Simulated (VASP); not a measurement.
# Ti in VASP: notebook

Ti is run at these levels: PBE; tasks: single point.

Program: VASP 6.6.1. These are calculated values, not measurements. Logs are shortened: lines on timing, memory, paths and dates and some standing lists are left out, and cuts for length are marked.

## 1. The cell of the first run

The cell holds a slab with vacuum, 3 atoms: a = 2.819 Å, b = 2.819 Å, c = 19.826 Å, α = 90.00°, β = 90.00°, γ = 109.47°.

## 2. Single point, PBE

File INCAR:

```
SYSTEM = Ti
PREC = Accurate
ENCUT = 520
EDIFF = 1E-6
ISMEAR = 0
SIGMA = 0.1
LREAL = .FALSE.
LASPH = .TRUE.
NELM = 80
ALGO = Normal
ISIF = 2
LWAVE = .FALSE.
LCHARG = .FALSE.
LDIPOL = .TRUE.
IDIPOL = 3
DIPOL = 0.5 0.5 0.311
GGA = PE
NBANDS = 25
```

File KPOINTS:

```
regular mesh
0
G
  10 10 1
  0 0 0
```

File POSCAR:

```
Ti
1.0
    2.8192036113      0.0000000000      0.0000000000
   -0.9397345371      2.6579706548      0.0000000000
    0.0000000000      0.0000000000     19.8263798066
Ti
3
Direct
    0.5000000000      0.5000000000      0.2017514059
    0.0000000000      0.0000000000      0.3111715142
    0.5000000000      0.5000000000      0.4199647080
```

Potentials or basis: VASP PAW PBE potentials, release 64 (Ti_sv).

Launch:

```bash
> cat potpaw_PBE.64/Ti_sv/POTCAR > POTCAR
> mpirun -np 1 vasp_std > vasp.out
```

OUTCAR:

```text
SYSTEM = Ti
   PREC = Accurate
   ENCUT = 520
   EDIFF = 1E-6
   ISMEAR = 0
   LREAL = .FALSE.
   LASPH = .TRUE.
   NELM = 80
   ISIF = 2
   GGA = PE

 ion  position               nearest neighbor table
   1  0.500  0.500  0.202-   2 2.71   2 2.71
   2  0.000  0.000  0.311-   3 2.70   3 2.70   1 2.71   1 2.71
   3  0.500  0.500  0.420-   2 2.70   2 2.70

  LATTYP: Found a base centered orthorhombic cell.
 ALAT       =     3.2553359278
 B/A-ratio  =     1.4142135624
 C/A-ratio  =     6.0904251501

  Lattice vectors:

 A1 = (   2.8192036113,   0.0000000000,   0.0000000000)
 A2 = (  -0.9397345371,   2.6579706548,   0.0000000000)
 A3 = (   0.0000000000,   0.0000000000,  19.8263798066)

Analysis of symmetry for initial positions (statically):
=====================================================================
 Subroutine PRICEL returns:
 Original cell was already a primitive cell.

 Routine SETGRP: Setting up the symmetry group for a
 base centered orthorhombic supercell.

 Subroutine GETGRP returns: Found  4 space group operations
 (whereof  4 operations were pure point group operations)
 out of a pool of  8 trial point group operations.

The static configuration has the point symmetry C_2v.

Analysis of symmetry for dynamics (positions and initial velocities):
=====================================================================
 Subroutine PRICEL returns:
 Original cell was already a primitive cell.

 Routine SETGRP: Setting up the symmetry group for a
 base centered orthorhombic supercell.

 Subroutine GETGRP returns: Found  4 space group operations
 (whereof  4 operations were pure point group operations)
 out of a pool of  8 trial point group operations.

The dynamic configuration has the point symmetry C_2v.

 Subroutine INISYM returns: Found  4 space group operations
 (whereof  4 operations are pure point group operations),
 and found     1 'primitive' translations

----------------------------------------------------------------------------------------

                                     Primitive cell

  volume of cell :     148.5662

  direct lattice vectors                    reciprocal lattice vectors
     2.819203611  0.000000000  0.000000000     0.354710102  0.125408959  0.000000000
    -0.939734537  2.657970655  0.000000000     0.000000000  0.376226878  0.000000000
     0.000000000  0.000000000 19.826379807     0.000000000  0.000000000  0.050437851

  length of vectors
     2.819203611  2.819203611 19.826379807     0.376226878  0.376226878  0.050437851

  position of ions in fractional coordinates (direct lattice)
     0.500000000  0.500000000  0.201751406
     0.000000000  0.000000000  0.311171514
     0.500000000  0.500000000  0.419964708

  ion indices of the primitive-cell ions
   primitive index   ion index
                 1           1
                 2           2
                 3           3

----------------------------------------------------------------------------------------

 KPOINTS: regular mesh

Automatic generation of k-mesh.
 Grid dimensions read from file:
 generate k-points for:   10   10    1

 Generating k-lattice:

  Cartesian coordinates                     Fractional coordinates (reciprocal lattice)
     0.035471010  0.012540896  0.000000000     0.100000000  0.000000000  0.000000000
     0.000000000  0.037622688  0.000000000     0.000000000  0.100000000  0.000000000
     0.000000000  0.000000000  0.050437851     0.000000000  0.000000000  1.000000000

  Length of vectors
     0.037622688  0.037622688  0.050437851

  Shift w.r.t. Gamma in fractional coordinates (k-lattice)
     0.000000000  0.000000000  0.000000000

 Subroutine IBZKPT returns following result:
 ===========================================

 Found     31 irreducible k-points:

 Following reciprocal coordinates:
            Coordinates               Weight
  0.000000  0.000000  0.000000      1.000000
  0.100000 -0.000000  0.000000      4.000000
  0.200000 -0.000000  0.000000      4.000000
  0.300000 -0.000000  0.000000      4.000000
  0.400000 -0.000000  0.000000      4.000000
  0.500000 -0.000000  0.000000      2.000000
[... 16 lines left out ...]
  0.300000  0.300000  0.000000      2.000000
  0.400000  0.300000  0.000000      4.000000
 [... further k-points ...]
   k-points           NKPTS =     31   k-points in BZ     NKDIM =     31   number of bands    NBANDS=     25
   number of dos      NEDOS =    301   number of ions     NIONS =      3
   total plane-waves  NPLWV =  86400
   dimension x,y,z NGX =    24 NGY =   24 NGZ =  150
   dimension x,y,z NGXF=    48 NGYF=   48 NGZF=  300
   ions per type =               3
   NGX,Y,Z   is equivalent  to a cutoff of  14.15, 14.15, 12.58 a.u.
   NGXF,Y,Z  is equivalent  to a cutoff of  28.31, 28.31, 25.16 a.u.
 SYSTEM =  Ti
   PREC   = accura    normal or accurate (medium, high low for compatibility)
   ISTART =      0    job   : 0-new  1-cont  2-samecut
   ICHARG =      2    charge: 1-file 2-atom 10-const
   ISPIN  =      1    spin polarized calculation?
   LNONCOLLINEAR =      F non collinear calculations
   LSORBIT =      F    spin-orbit coupling
   LASPH  =      T    aspherical Exc in radial PAW
   ENCUT  =  520.0 eV  38.22 Ry    6.18 a.u.   5.24  5.24 36.86*2*pi/ulx,y,z
   NELM   =     80;   NELMIN=  2; NELMDL= -5     # of ELM steps
   EDIFF  = 0.1E-05   stopping-criterion for ELM
   LREAL  =      F    real-space projection
   EDIFFG = 0.1E-04   stopping-criterion for IOM
   NSW    =      0    number of steps for IOM
   IBRION =     -1    ionic relax: 0-MD 1-quasi-New 2-CG
   NFREE  =      0    steps in history (QN), initial steepest desc. (CG)
   ISIF   =      2    stress and relaxation
   ISYM   =      2    0-nonsym 1-usesym 2-fastsym
   POTIM  = 0.5000    time-step for ionic-motion
   TEBEG  =    0.0;   TEEND  =   0.0 temperature during run
   PSTRESS=    0.0 pullay stress
   NELECT =      36.0000    total number of electrons
   NUPDOWN=      -1.0000    fix difference up-down
   EMIN   =  10.00;   EMAX   =-10.00  energy-range for DOS
   EFERMI =   0.00;   METHOD = LEGACY
   ISMEAR =     0;   SIGMA  =   0.10  broadening in eV -4-tet -1-fermi 0-gaus
   EFERMI_NEDOS =   21; number of points for ismear=-14 and -15
   IALGO  =     38    algorithm
   IMIX   =      4    mixing-type and parameters
     AMIX     =   0.40;   BMIX     =  1.00
     AMIX_MAG =   1.60;   BMIX_MAG =  1.00
  volume/ion in A,a.u.               =      49.52       334.19
  Fermi-wavevector in a.u.,A,eV,Ry     =   1.020632  1.928714 14.173036  1.041689
  Thomas-Fermi vector in A             =   2.154212
   LORBIT       =      0    0 simple, 1 ext, 2 COOP (PROOUT), +10 PAW based schemes
   GGA     = PE    functional components
   LHFCALC =     F    Hartree Fock is set to
   AEXX    =    0.0000 exact exchange contribution
   IVDW    =     0    specifies the selected vdW correction
   LEPSILON=     F    determine dielectric tensor
   LRPA    =     F    only Hartree local field effects (RPA)
 non-spin polarized calculation
 Gauss-broadening in eV      SIGMA  =   0.10
  energy-cutoff  :      520.00
  volume of cell :      148.57
 maximum number of plane-waves:      4027
 NGX is ok and might be reduce to    24
   NGX = 11   NGY = 11   NGZ = 73

 dipolmoment           0.000000      0.000000     -0.014258 electrons x Angstroem

 number of electron      35.9999993 magnetization

 dipolmoment           0.000000      0.000000      0.000191 electrons x Angstroem

 Free energy of the ion-electron system (eV)
  ---------------------------------------------------
  ext. energy  EPLUGINS =         0.00000000
  ---------------------------------------------------
  free energy    TOTEN  =       -21.54647914 eV

  energy without entropy =      -21.50238820  energy(sigma->0) =      -21.52443367

 E-fermi :   0.1762     XC(G=0):  -4.9946

 val. band max:        0.1693976961   @ k =  -0.4000   0.1000   0.0000
 cond. band min:       0.1810698603   @ k =   0.5000   0.2000   0.0000
 fundamental gap:      0.0116721642
 Fermi energy:         0.1762001110

 k-point     1 :       0.0000    0.0000    0.0000
  band No.  band energies     occupation
      1     -56.4920      2.00000
      2     -56.4771      2.00000
      3     -56.0479      2.00000
      4     -32.9554      2.00000
      5     -32.7998      2.00000
      6     -32.5223      2.00000
[... 17 lines left out ...]
     24       2.4763      0.00000
     25       2.4882      0.00000

 k-point     2 :       0.1000   -0.0000    0.0000
  band No.  band energies     occupation
      1     -56.4846      2.00000
      2     -56.4705      2.00000
      3     -56.0426      2.00000
      4     -32.9402      2.00000
      5     -32.8031      2.00000
      6     -32.5454      2.00000
[... 17 lines left out ...]
     24       2.4166      0.00000
     25       2.4937      0.00000

 k-point     3 :       0.2000   -0.0000    0.0000
  band No.  band energies     occupation
      1     -56.4651      2.00000
      2     -56.4532      2.00000
      3     -56.0287      2.00000
      4     -32.9018      2.00000
      5     -32.8162      2.00000
      6     -32.6466      2.00000
[... 17 lines left out ...]
     24       2.4227      0.00000
     25       2.5571      0.00000

 k-point     4 :       0.3000   -0.0000    0.0000
  band No.  band energies     occupation
      1     -56.4413      2.00000
      2     -56.4313      2.00000
      3     -56.0115      2.00000
      4     -32.8828      2.00000
      5     -32.8457      2.00000
      6     -32.7687      2.00000
[... 17 lines left out ...]
     24       2.5501      0.00000
     25       2.6879      0.00000

 k-point     5 :       0.4000   -0.0000    0.0000
  band No.  band energies     occupation
      1     -56.4223      2.00000
      2     -56.4131      2.00000
      3     -55.9976      2.00000
      4     -32.9620      2.00000
      5     -32.8963      2.00000
      6     -32.8698      2.00000
[... 17 lines left out ...]
     24       2.7630      0.00000
     25       2.8979      0.00000

 k-point     6 :       0.5000   -0.0000    0.0000
  band No.  band energies     occupation
      1     -56.4151      2.00000
      2     -56.4060      2.00000
      3     -55.9923      2.00000
      4     -33.0043      2.00000
      5     -32.9347      2.00000
      6     -32.8942      2.00000
[... 17 lines left out ...]
     24       2.7913      0.00000
     25       2.8684      0.00000
[... 393 lines left out ...]
 k-point    21 :      -0.3000    0.2000    0.0000
  band No.  band energies     occupation
      1     -56.4303      2.00000
      2     -56.4183      2.00000
      3     -55.9934      2.00000
      4     -32.8675      2.00000
      5     -32.7716      2.00000
      6     -32.7340      2.00000
[... 17 lines left out ...]
     24       2.1653      0.00000
     25       2.3200      0.00000

 k-point    22 :      -0.2000    0.2000    0.0000
  band No.  band energies     occupation
      1     -56.4506      2.00000
      2     -56.4373      2.00000
      3     -56.0104      2.00000
      4     -32.8962      2.00000
      5     -32.7705      2.00000
      6     -32.6087      2.00000
[... 17 lines left out ...]
     24       1.8220      0.00000
     25       1.9987      0.00000

 k-point    23 :       0.3000    0.3000    0.0000
  band No.  band energies     occupation
      1     -56.3985      2.00000
      2     -56.3894      2.00000
      3     -55.9753      2.00000
      4     -32.8468      2.00000
      5     -32.8379      2.00000
      6     -32.7582      2.00000
[... 17 lines left out ...]
     24       2.6574      0.00000
     25       2.9915      0.00000

 k-point    24 :       0.4000    0.3000    0.0000
  band No.  band energies     occupation
      1     -56.3875      2.00000
      2     -56.3783      2.00000
      3     -55.9618      2.00000
      4     -32.8864      2.00000
      5     -32.8695      2.00000
      6     -32.8164      2.00000
[... 17 lines left out ...]
     24       2.9954      0.00000
     25       3.0146      0.00000

 [... further k-points ...]

------------------------ aborting loop because EDIFF is reached ----------------------------------------

 vacuum level on the upper side and lower side of the slab       (xc-potential included)        -0.187        -0.197

  FORCE on cell =-STRESS in cart. coord.  units (eV):
  Direction    XX          YY          ZZ          XY          YZ          ZX
  --------------------------------------------------------------------------------------
  -------------------------------------------------------------------------------------
  Total       -1.1138726     -0.6797145     -0.0586873      0.6139922      0.0000000      0.0000000
  in kB      -12.0122966     -7.3302211     -0.6328996      6.6214547      0.0000000      0.0000000
  external PRESSURE =      -6.6584724 kB  Pullay stress =       0.0000000 kB

 VOLUME and BASIS-vectors are now :
 -----------------------------------------------------------------------------
  energy-cutoff  :      520.00
  volume of cell :      148.57
      direct lattice vectors                 reciprocal lattice vectors
     2.819203611  0.000000000  0.000000000     0.354710102  0.125408959  0.000000000
    -0.939734537  2.657970655  0.000000000     0.000000000  0.376226878  0.000000000
     0.000000000  0.000000000 19.826379807     0.000000000  0.000000000  0.050437851

 POSITION                                       TOTAL-FORCE (eV/Angst)
 -----------------------------------------------------------------------------------
      0.93973      1.32899      4.00000         0.000000      0.000000      0.022897
      0.00000      0.00000      6.16940         0.000000      0.000000     -0.026256
      0.93973      1.32899      8.32638        -0.000000      0.000000      0.003359
 -----------------------------------------------------------------------------------
    total drift:                               -0.000000     -0.000000      0.000121

  FREE ENERGIE OF THE ION-ELECTRON SYSTEM (eV)
  ---------------------------------------------------
  free  energy   TOTEN  =       -21.5464791441 eV

  energy  without entropy=      -21.5023881968  energy(sigma->0) =      -21.52443367

 vacuum level on the upper side and lower side of the slab         4.375         4.365
```

Run time: 87 s. Hardware: 1 thread of Intel Xeon 6975P-C (Granite Rapids), shared host; peak memory 0.31 GiB.

What came out:

```yaml
Free_energy: -21.5465 eV
Largest_force: 0.026 eV/Å
Band_gap_on_the_k_mesh: zero (band 18 reaches 0.69 eV, above the bottom of band 19 at 0.03 eV)
```

Forces on the atoms (eV/Å):
```
Ti   0.000  0.000  0.023
Ti   0.000  0.000 -0.026
Ti   0.000  0.000  0.003
```

Levels at points of the mesh, in eV from the Fermi level:
```csv
k point,band 14,band 15,band 16,band 17,band 18,band 19,band 20,band 21,band 22,band 23
"(0.00, 0.00, 0.00)",-3.99,-2.75,-0.41,-0.09,0.03,0.07,0.93,1.10,1.11,1.33
"(0.50, 0.00, 0.00)",-2.10,-1.57,-0.51,-0.32,-0.26,0.17,0.54,1.35,2.41,2.42
"(0.50, 0.50, 0.00)",-1.99,-1.88,-1.60,-0.85,-0.20,1.22,1.23,1.91,2.21,2.61
```

## 3. Single point, PBE

This run uses another cell than the first one, of 46.47 Å³/atom, 0.938 times its volume.

File INCAR:

```
ALGO     = Normal         # electronic algorithm
DIPOL    = 0.5 0.5 0.493
EDIFF    = 1E-7           # SCF threshold, eV
ENCUT    = 520            # plane-wave cutoff, eV
GGA      = PE             # functional
IDIPOL   = 3            
ISIF     = 2              # what is computed and relaxed
ISMEAR   = 0              # smearing method
LASPH    = True           # aspherical terms in the spheres
LCHARG   = False          # write CHGCAR
LDIPOL   = True         
LREAL    = False          # projectors in reciprocal space
LWAVE    = False          # write WAVECAR
NBANDS   = 25             # bands
NELM     = 60             # most SCF steps
PREC     = Accurate       # precision mode
SIGMA    = 0.1            # smearing width, eV
```

File KPOINTS:

```
k-points
0
Gamma
  11 11 1
```

File POSCAR:

```
Ti
1.0
    2.8192036113      0.0000000000      0.0000000000
   -0.9397345371      2.6579706548      0.0000000000
    0.0000000000      0.0000000000     18.6037402192
Ti
3
Direct
    0.5000000000      0.5000000000      0.3762684233
    0.0000000000      0.0000000000      0.4928796315
    0.5000000000      0.5000000000      0.6088227245
```

Potentials or basis: VASP PAW PBE potentials, release 64 (Ti_sv).

Launch:

```bash
> cat potpaw_PBE.64/Ti_sv/POTCAR > POTCAR
> mpirun -np 1 vasp_std > vasp.out
```

Wall time 2.1 min (1 thread of Intel Xeon 6975P-C (Granite Rapids), shared host); peak memory 0.29 GiB.

Results (log left out):

- Free energy: -21.5544 eV
- Largest force: 0.029 eV/Å
- Band gap on the k mesh: zero (band 18 reaches 0.93 eV, above the bottom of band 19 at 0.27 eV)

Forces on the atoms (eV/Å):
```
Ti   0.000  0.000  0.025
Ti   0.000  0.000 -0.029
Ti   0.000  0.000  0.004
```

Levels at points of the mesh, in eV from the Fermi level:
```
           k point  band 16  band 17  band 18  band 19  band 20  band 21
(0.00, 0.00, 0.00)    -0.41    -0.10     0.03     0.07     0.93     1.11
```

## 4. Single point, PBE

File INCAR:

```
SYSTEM = Ti
PREC = Accurate
ENCUT = 520
EDIFF = 1E-6
ISMEAR = 0
SIGMA = 0.1
LREAL = .FALSE.
LASPH = .TRUE.
NELM = 80
ALGO = Normal
ISIF = 2
LWAVE = .FALSE.
LCHARG = .FALSE.
LDIPOL = .TRUE.
IDIPOL = 3
DIPOL = 0.5 0.5 0.311
GGA = PE
NBANDS = 25
```

File KPOINTS:

```
regular mesh
0
G
  10 10 1
  0 0 0
```

File POSCAR:

```
Ti
1.0
    2.8192036113      0.0000000000      0.0000000000
   -0.9397345371      2.6579706548      0.0000000000
    0.0000000000      0.0000000000     19.8263798066
Ti
3
Direct
    0.5000000000      0.5000000000      0.2017514059
    0.0000000000      0.0000000000      0.3111715142
    0.5000000000      0.5000000000      0.4199647080
```

Launch:

```bash
> cat potpaw_PBE.64/Ti_sv/POTCAR > POTCAR
> mpirun -np 1 vasp_std > vasp.out
```

Run time: 1.9 min. Hardware: 1 thread of Intel Xeon 6975P-C (Granite Rapids), shared host; peak memory 0.31 GiB.

The run converged. Its results:

| Quantity | Value |
| --- | --- |
| Free energy | -21.5465 eV |
| Largest force | 0.026 eV/Å |
| Band gap on the k mesh | zero (band 18 reaches 0.69 eV, above the bottom of band 19 at 0.03 eV) |

Forces on the atoms (eV/Å):
```
Ti   0.000  0.000  0.023
Ti   0.000  0.000 -0.026
Ti   0.000  0.000  0.003
```

Levels at points of the mesh, in eV from the Fermi level:
```tsv
k point	band 14	band 15	band 16	band 17	band 18	band 19	band 20	band 21	band 22	band 23
(0.00, 0.00, 0.00)	-3.99	-2.75	-0.41	-0.09	0.03	0.07	0.93	1.10	1.11	1.33
(0.50, 0.00, 0.00)	-2.10	-1.57	-0.51	-0.32	-0.26	0.17	0.54	1.35	2.41	2.42
(0.50, 0.50, 0.00)	-1.99	-1.88	-1.60	-0.85	-0.20	1.22	1.23	1.91	2.21	2.61
```
